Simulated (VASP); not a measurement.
# HfB3N (P6/mmm) in VASP: further runs

Runs on HfB3N. Level: PBE. Tasks: single point.

All numbers are computed with VASP 6.6.1; they aren't measurements. Logs are shortened: lines on timing, memory, paths and dates and some standing lists are left out, and cuts for length are marked.

## 1. The cell of the first run

Symmetry: P6/mmm, No. 191, hexagonal system. Conventional cell: a = 3.731 Å, b = 3.731 Å, c = 4.209 Å, α = 90.00°, β = 90.00°, γ = 120.00°. Within 2.9 Å of Hf (site symmetry 6/mmm) lie 2 N at 2.10 Å and 12 B at 2.81 Å. B (site symmetry mmm) has 2 N at 1.87 Å and 4 B at 1.87 Å within 2.5 Å. Within 2.5 Å of N (site symmetry 6/mmm) lie 6 B at 1.87 Å and 2 Hf at 2.10 Å.

The cell was built from a structure type or drawn by symmetry, and may not be a known phase.

## 2. Single point, PBE

The input, INCAR:

```
SYSTEM = HfB3N
PREC = Accurate
ENCUT = 600
EDIFF = 1E-6
ISMEAR = 0
SIGMA = 0.2
LREAL = .False.
LASPH = .True.
NELM = 120
ALGO = Normal
ISIF = 2
LWAVE = .False.
LCHARG = .True.
GGA = PE
LELF = .True.
LVHAR = .True.
NBANDS = 20
GGA_COMPAT = .False.
```

The input, KPOINTS:

```
regular mesh
0
Gamma
  4 4 5
  0 0 0
```

The input, POSCAR:

```
HfB3N
1.0
    3.7307493597      0.0000000000      0.0000000000
   -1.8653746799      3.2309237207      0.0000000000
    0.0000000000      0.0000000000      4.2094401009
Hf B N
1 3 1
Direct
    0.0000000000      0.0000000000      0.5000000000
    0.5000000000      0.0000000000      0.0000000000
    0.0000000000      0.5000000000      0.0000000000
    0.5000000000      0.5000000000      0.0000000000
    0.0000000000      0.0000000000      0.0000000000
```

Potentials or basis: VASP PAW PBE potentials, release 64 (Hf_pv, B, N).

The run is started by

```console
> cat potpaw_PBE.64/Hf_pv/POTCAR potpaw_PBE.64/B/POTCAR potpaw_PBE.64/N/POTCAR > POTCAR
> mpirun -np 1 vasp_std > vasp.out
```

OUTCAR:

```text
SYSTEM = HfB3N
   PREC = Accurate
   ENCUT = 600
   EDIFF = 1E-6
   ISMEAR = 0
   LREAL = .False.
   LASPH = .True.
   NELM = 120
   ISIF = 2
   GGA = PE

 ion  position               nearest neighbor table
   1  0.000  0.000  0.500-   5 2.10   5 2.10   2 2.81   2 2.81   2 2.81   2 2.81   4 2.81   4 2.81
                             4 2.81   4 2.81   3 2.81   3 2.81   3 2.81   3 2.81
   2  0.500  0.000  0.000-   5 1.87   5 1.87   3 1.87   3 1.87   4 1.87   4 1.87   1 2.81   1 2.81
                             1 2.81   1 2.81
   3  0.000  0.500  0.000-   4 1.87   4 1.87   2 1.87   2 1.87   5 1.87   5 1.87   1 2.81   1 2.81
                             1 2.81   1 2.81
   4  0.500  0.500  0.000-   3 1.87   3 1.87   5 1.87   5 1.87   2 1.87   2 1.87   1 2.81   1 2.81
                             1 2.81   1 2.81
   5  0.000  0.000  0.000-   2 1.87   2 1.87   4 1.87   4 1.87   3 1.87   3 1.87   1 2.10   1 2.10

  LATTYP: Found a hexagonal cell.
 ALAT       =     3.7307493597
 C/A-ratio  =     1.1283095419

  Lattice vectors:

 A1 = (   3.7307493597,   0.0000000000,   0.0000000000)
 A2 = (  -1.8653746799,   3.2309237207,   0.0000000000)
 A3 = (   0.0000000000,   0.0000000000,   4.2094401009)

Analysis of symmetry for initial positions (statically):
=====================================================================
 Subroutine PRICEL returns:
 Original cell was already a primitive cell.

 Routine SETGRP: Setting up the symmetry group for a
 hexagonal supercell.

 Subroutine GETGRP returns: Found 24 space group operations
 (whereof 24 operations were pure point group operations)
 out of a pool of 24 trial point group operations.

The static configuration has the point symmetry D_6h.

Analysis of symmetry for dynamics (positions and initial velocities):
=====================================================================
 Subroutine PRICEL returns:
 Original cell was already a primitive cell.

 Routine SETGRP: Setting up the symmetry group for a
 hexagonal supercell.

 Subroutine GETGRP returns: Found 24 space group operations
 (whereof 24 operations were pure point group operations)
 out of a pool of 24 trial point group operations.

The dynamic configuration has the point symmetry D_6h.

 Subroutine INISYM returns: Found 24 space group operations
 (whereof 24 operations are pure point group operations),
 and found     1 'primitive' translations

----------------------------------------------------------------------------------------

                                     Primitive cell

  volume of cell :      50.7396

  direct lattice vectors                    reciprocal lattice vectors
     3.730749360  0.000000000  0.000000000     0.268042665  0.154754505  0.000000000
    -1.865374680  3.230923721  0.000000000     0.000000000  0.309509009  0.000000000
     0.000000000  0.000000000  4.209440101     0.000000000  0.000000000  0.237561285

  length of vectors
     3.730749360  3.730749360  4.209440101     0.309509009  0.309509009  0.237561285

  position of ions in fractional coordinates (direct lattice)
     0.000000000  0.000000000  0.500000000
     0.500000000  0.000000000  0.000000000
     0.000000000  0.500000000  0.000000000
     0.500000000  0.500000000  0.000000000
     0.000000000  0.000000000  0.000000000

  ion indices of the primitive-cell ions
   primitive index   ion index
                 1           1
                 2           2
                 3           3
                 4           4
                 5           5

----------------------------------------------------------------------------------------

 KPOINTS: regular mesh

Automatic generation of k-mesh.
 Grid dimensions read from file:
 generate k-points for:    4    4    5

 Generating k-lattice:

  Cartesian coordinates                     Fractional coordinates (reciprocal lattice)
     0.067010666  0.038688626  0.000000000     0.250000000  0.000000000  0.000000000
     0.000000000  0.077377252  0.000000000     0.000000000  0.250000000  0.000000000
     0.000000000  0.000000000  0.047512257     0.000000000  0.000000000  0.200000000

  Length of vectors
     0.077377252  0.077377252  0.047512257

  Shift w.r.t. Gamma in fractional coordinates (k-lattice)
     0.000000000  0.000000000  0.000000000

 Subroutine IBZKPT returns following result:
 ===========================================

 Found     12 irreducible k-points:

 Following reciprocal coordinates:
            Coordinates               Weight
  0.000000  0.000000  0.000000      1.000000
  0.250000  0.000000  0.000000      6.000000
  0.500000  0.000000  0.000000      3.000000
  0.250000  0.250000  0.000000      6.000000
  0.000000  0.000000  0.200000      2.000000
  0.250000  0.000000  0.200000     12.000000
  0.500000  0.000000  0.200000      6.000000
  0.250000  0.250000  0.200000     12.000000
  0.000000  0.000000  0.400000      2.000000
  0.250000  0.000000  0.400000     12.000000
  0.500000  0.000000  0.400000      6.000000
  0.250000  0.250000  0.400000     12.000000
   k-points           NKPTS =     12   k-points in BZ     NKDIM =     12   number of bands    NBANDS=     20
   number of dos      NEDOS =    301   number of ions     NIONS =      5
   total plane-waves  NPLWV =  32400
   dimension x,y,z NGX =    30 NGY =   30 NGZ =   36
   dimension x,y,z NGXF=    60 NGYF=   60 NGZF=   72
   ions per type =               1   3   1
   NGX,Y,Z   is equivalent  to a cutoff of  13.37, 13.37, 14.22 a.u.
   NGXF,Y,Z  is equivalent  to a cutoff of  26.74, 26.74, 28.44 a.u.
 SYSTEM =  HfB3N
   PREC   = accura    normal or accurate (medium, high low for compatibility)
   ISTART =      0    job   : 0-new  1-cont  2-samecut
   ICHARG =      2    charge: 1-file 2-atom 10-const
   ISPIN  =      1    spin polarized calculation?
   LNONCOLLINEAR =      F non collinear calculations
   LSORBIT =      F    spin-orbit coupling
   LASPH  =      T    aspherical Exc in radial PAW
   ENCUT  =  600.0 eV  44.10 Ry    6.64 a.u.   7.45  7.45  8.41*2*pi/ulx,y,z
   NELM   =    120;   NELMIN=  2; NELMDL= -5     # of ELM steps
   EDIFF  = 0.1E-05   stopping-criterion for ELM
   LREAL  =      F    real-space projection
   EDIFFG = 0.1E-04   stopping-criterion for IOM
   NSW    =      0    number of steps for IOM
   IBRION =     -1    ionic relax: 0-MD 1-quasi-New 2-CG
   NFREE  =      0    steps in history (QN), initial steepest desc. (CG)
   ISIF   =      2    stress and relaxation
   ISYM   =      2    0-nonsym 1-usesym 2-fastsym
   POTIM  = 0.5000    time-step for ionic-motion
   TEBEG  =    0.0;   TEEND  =   0.0 temperature during run
   PSTRESS=    0.0 pullay stress
   NELECT =      24.0000    total number of electrons
   NUPDOWN=      -1.0000    fix difference up-down
   EMIN   =  10.00;   EMAX   =-10.00  energy-range for DOS
   EFERMI =   0.00;   METHOD = LEGACY
   ISMEAR =     0;   SIGMA  =   0.20  broadening in eV -4-tet -1-fermi 0-gaus
   EFERMI_NEDOS =   21; number of points for ismear=-14 and -15
   IALGO  =     38    algorithm
   IMIX   =      4    mixing-type and parameters
     AMIX     =   0.40;   BMIX     =  1.00
     AMIX_MAG =   1.60;   BMIX_MAG =  1.00
  volume/ion in A,a.u.               =      10.15        68.48
  Fermi-wavevector in a.u.,A,eV,Ry     =   1.275546  2.410433 22.136927  1.627018
  Thomas-Fermi vector in A             =   2.408252
   LORBIT       =      0    0 simple, 1 ext, 2 COOP (PROOUT), +10 PAW based schemes
   GGA     = PE    functional components
   LHFCALC =     F    Hartree Fock is set to
   AEXX    =    0.0000 exact exchange contribution
   IVDW    =     0    specifies the selected vdW correction
   LEPSILON=     F    determine dielectric tensor
   LRPA    =     F    only Hartree local field effects (RPA)
 non-spin polarized calculation
 Gauss-broadening in eV      SIGMA  =   0.20
  energy-cutoff  :      600.00
  volume of cell :       50.74
 maximum number of plane-waves:      1709
 NGX is ok and might be reduce to    30
   NGX = 15   NGY = 15   NGZ = 17

 number of electron      23.9999999 magnetization

 Free energy of the ion-electron system (eV)
  ---------------------------------------------------
  ext. energy  EPLUGINS =         0.00000000
  ---------------------------------------------------
  free energy    TOTEN  =       -33.24081688 eV

  energy without entropy =      -33.18778148  energy(sigma->0) =      -33.21429918

 E-fermi :   7.1053     XC(G=0): -11.6593

 val. band max:        7.0497207044   @ k =   0.0000   0.0000   0.4000
 cond. band min:       7.1671805326   @ k =   0.2500   0.0000   0.2000
 fundamental gap:      0.1174598281
 Fermi energy:         7.1053112028

 k-point     1 :       0.0000    0.0000    0.0000
  band No.  band energies     occupation
      1     -24.6192      2.00000
      2     -24.2785      2.00000
      3     -24.2785      2.00000
      4     -12.8746      2.00000
      5      -2.6993      2.00000
      6      -2.6993      2.00000
[... 12 lines left out ...]
     19      10.6025      0.00000
     20      12.6894      0.00000

 k-point     2 :       0.2500    0.0000    0.0000
  band No.  band energies     occupation
      1     -24.6091      2.00000
      2     -24.3376      2.00000
      3     -24.2930      2.00000
      4     -12.5485      2.00000
      5      -5.2445      2.00000
      6      -2.8101      2.00000
[... 12 lines left out ...]
     19      11.4365      0.00000
     20      12.4125      0.00000

 k-point     3 :       0.5000    0.0000    0.0000
  band No.  band energies     occupation
      1     -24.5990      2.00000
      2     -24.3958      2.00000
      3     -24.3074      2.00000
      4     -12.1491      2.00000
      5      -6.5322      2.00000
      6      -2.9096      2.00000
[... 12 lines left out ...]
     19      12.1415      0.00000
     20      12.7755      0.00000

 k-point     4 :       0.2500    0.2500    0.0000
  band No.  band energies     occupation
      1     -24.5990      2.00000
      2     -24.3739      2.00000
      3     -24.3297      2.00000
      4     -12.1559      2.00000
      5      -6.0420      2.00000
      6      -4.7936      2.00000
[... 12 lines left out ...]
     19      12.3976      0.00000
     20      12.7777      0.00000

 k-point     5 :       0.0000    0.0000    0.2000
  band No.  band energies     occupation
      1     -24.6643      2.00000
      2     -24.2762      2.00000
      3     -24.2762      2.00000
      4     -12.5559      2.00000
      5      -2.8331      2.00000
      6      -2.8331      2.00000
[... 12 lines left out ...]
     19      12.3036      0.00000
     20      14.1755      0.00000

 k-point     6 :       0.2500    0.0000    0.2000
  band No.  band energies     occupation
      1     -24.6530      2.00000
      2     -24.3350      2.00000
      3     -24.2907      2.00000
      4     -12.2299      2.00000
      5      -5.2913      2.00000
      6      -2.9479      2.00000
[... 12 lines left out ...]
     19      12.1198      0.00000
     20      12.7463      0.00000

 k-point     7 :       0.5000    0.0000    0.2000
  band No.  band energies     occupation
      1     -24.6416      2.00000
      2     -24.3929      2.00000
      3     -24.3052      2.00000
      4     -11.8213      2.00000
      5      -6.6134      2.00000
      6      -3.0529      2.00000
[... 12 lines left out ...]
     19      11.8789      0.00000
     20      13.1755      0.00000

 k-point     8 :       0.2500    0.2500    0.2000
  band No.  band energies     occupation
      1     -24.6416      2.00000
      2     -24.3711      2.00000
      3     -24.3272      2.00000
      4     -11.8297      2.00000
      5      -6.1106      2.00000
      6      -4.8605      2.00000
[... 12 lines left out ...]
     19      12.1325      0.00000
     20      12.6519      0.00000

 k-point     9 :       0.0000    0.0000    0.4000
  band No.  band energies     occupation
      1     -24.7354      2.00000
      2     -24.2726      2.00000
      3     -24.2726      2.00000
      4     -11.9772      2.00000
      5      -3.0354      2.00000
      6      -3.0354      2.00000
[... 12 lines left out ...]
     19      13.5341      0.00000
     20      14.2642      0.00000

 k-point    10 :       0.2500    0.0000    0.4000
  band No.  band energies     occupation
      1     -24.7223      2.00000
      2     -24.3308      2.00000
      3     -24.2871      2.00000
      4     -11.6533      2.00000
      5      -5.3601      2.00000
      6      -3.1555      2.00000
[... 12 lines left out ...]
     19      11.8962      0.00000
     20      12.2777      0.00000

 k-point    11 :       0.5000    0.0000    0.4000
  band No.  band energies     occupation
      1     -24.7090      2.00000
      2     -24.3882      2.00000
      3     -24.3015      2.00000
      4     -11.2247      2.00000
      5      -6.7403      2.00000
      6      -3.2676      2.00000
[... 12 lines left out ...]
     19      12.2013      0.00000
     20      12.2131      0.00000

 k-point    12 :       0.2500    0.2500    0.4000
  band No.  band energies     occupation
      1     -24.7090      2.00000
      2     -24.3667      2.00000
      3     -24.3233      2.00000
      4     -11.2371      2.00000
      5      -6.2157      2.00000
      6      -4.9681      2.00000
[... 12 lines left out ...]
     19      12.8810      0.00000
     20      13.2041      0.00000

------------------------ aborting loop because EDIFF is reached ----------------------------------------

  FORCE on cell =-STRESS in cart. coord.  units (eV):
  Direction    XX          YY          ZZ          XY          YZ          ZX
  --------------------------------------------------------------------------------------
  -------------------------------------------------------------------------------------
  Total       -0.1545767     -0.1545767     -0.3982078      0.0000000     -0.0000000      0.0000000
  in kB       -4.8809846     -4.8809846    -12.5739927      0.0000000     -0.0000000      0.0000000
  external PRESSURE =      -7.4453206 kB  Pullay stress =       0.0000000 kB

 VOLUME and BASIS-vectors are now :
 -----------------------------------------------------------------------------
  energy-cutoff  :      600.00
  volume of cell :       50.74
      direct lattice vectors                 reciprocal lattice vectors
     3.730749360  0.000000000  0.000000000     0.268042665  0.154754505  0.000000000
    -1.865374680  3.230923721  0.000000000     0.000000000  0.309509009  0.000000000
     0.000000000  0.000000000  4.209440101     0.000000000  0.000000000  0.237561285

 POSITION                                       TOTAL-FORCE (eV/Angst)
 -----------------------------------------------------------------------------------
      0.00000      0.00000      2.10472         0.000000      0.000000      0.000000
      1.86537      0.00000      0.00000        -0.000000      0.000000      0.000000
     -0.93269      1.61546      0.00000        -0.000000      0.000000      0.000000
      0.93269      1.61546      0.00000         0.000000      0.000000      0.000000
      0.00000      0.00000      0.00000        -0.000000      0.000000      0.000000
 -----------------------------------------------------------------------------------
    total drift:                               -0.000000     -0.000000      0.000000

  FREE ENERGIE OF THE ION-ELECTRON SYSTEM (eV)
  ---------------------------------------------------
  free  energy   TOTEN  =       -33.2408168757 eV

  energy  without entropy=      -33.1877814791  energy(sigma->0) =      -33.21429918
```

It took 18 s on 1 thread of Intel Xeon Platinum 8375C at 2.90GHz (Ice Lake), shared host; peak memory 0.18 GiB.

Results:

```
Free energy            : -33.2408 eV
Pressure               : -0.7 GPa
Band gap on the k mesh : zero (bands 12 and 13 overlap by 1.41 eV)
```

Levels at points of the mesh, in eV from the Fermi level:
```
           k point  band 10  band 11  band 12  band 13  band 14  band 15
(0.00, 0.00, 0.00)    -2.25    -2.25    -1.91    -1.01     1.03     1.03
(0.50, 0.00, 0.00)    -1.91    -1.37    -0.74     0.30     0.58     1.34
```

Caveat: the k points lie up to 0.49 Å⁻¹ apart, too coarse for converged energies and pressures of a metal; spin-orbit coupling is left out, which moves the levels of the heavy elements.

## 3. Single point, PBE

This run uses another cell than the first one, of 15.27 Å³/atom.

The input, INCAR:

```
ALGO     = Normal         # electronic algorithm
EDIFF    = 1E-6           # SCF threshold, eV
ENCUT    = 600            # plane-wave cutoff, eV
GGA      = PE             # functional
GGA_COMPAT= F            
ISIF     = 2              # what is computed and relaxed
ISMEAR   = 0              # smearing method
LASPH    = T              # aspherical terms in the spheres
LCHARG   = T              # write CHGCAR
LELF     = T              # ELF
LREAL    = F              # projectors in reciprocal space
LVHAR    = T            
LWAVE    = F              # write WAVECAR
NBANDS   = 20             # bands
NELM     = 120            # most SCF steps
PREC     = Accurate       # precision mode
SIGMA    = 0.2            # smearing width, eV
```

The input, KPOINTS:

```
k-points
0
Gamma
  5 5 4
```

The input, POSCAR:

```
HfB3N
1.0
    4.5955986399      0.0000000034      0.0000000000
   -2.2977993229      3.9799051661      0.0000000000
    0.0000000000      0.0000000000      4.1752840113
Hf B N
1 3 1
Direct
    0.0000000000      0.0000000000      0.5000000000
    0.5000000000      0.0000000000      0.5000000000
    0.0000000000      0.5000000000      0.5000000000
    0.5000000000      0.5000000000      0.5000000000
    0.0000000000      0.0000000000      0.0000000000
```

Potentials or basis: VASP PAW PBE potentials, release 64 (Hf_pv, B, N).

The run is started by

```console
> cat potpaw_PBE.64/Hf_pv/POTCAR potpaw_PBE.64/B/POTCAR potpaw_PBE.64/N/POTCAR > POTCAR
> mpirun -np 1 vasp_std > vasp.out
```

Wall time 40 s (1 thread of Intel Xeon Platinum 8375C at 2.90GHz (Ice Lake), shared host); peak memory 0.23 GiB.

The run converged. Its results:

```yaml
Free_energy: -31.1831 eV
Pressure: 0.9 GPa
Band_gap_on_the_k_mesh: zero (bands 12 and 13 overlap by 1.14 eV)
```

Stress tensor (GPa, compression positive):
```
1.23 0.00 0.00
0.00 1.23 0.00
0.00 0.00 0.32
```

Levels at points of the mesh, in eV from the Fermi level:
```tsv
k point	band 9	band 10	band 11	band 12	band 13	band 14	band 15	band 16
(0.00, 0.00, 0.00)	-1.35	-1.35	-1.20	0.94	0.94	1.05	3.70	3.70
(0.00, 0.00, 0.50)	-2.99	-1.70	-1.70	-1.32	-0.04	-0.04	3.40	3.40
```

Caveat: the k points lie up to 0.38 Å⁻¹ apart, too coarse for converged energies and pressures of a metal; spin-orbit coupling is left out, which moves the levels of the heavy elements.
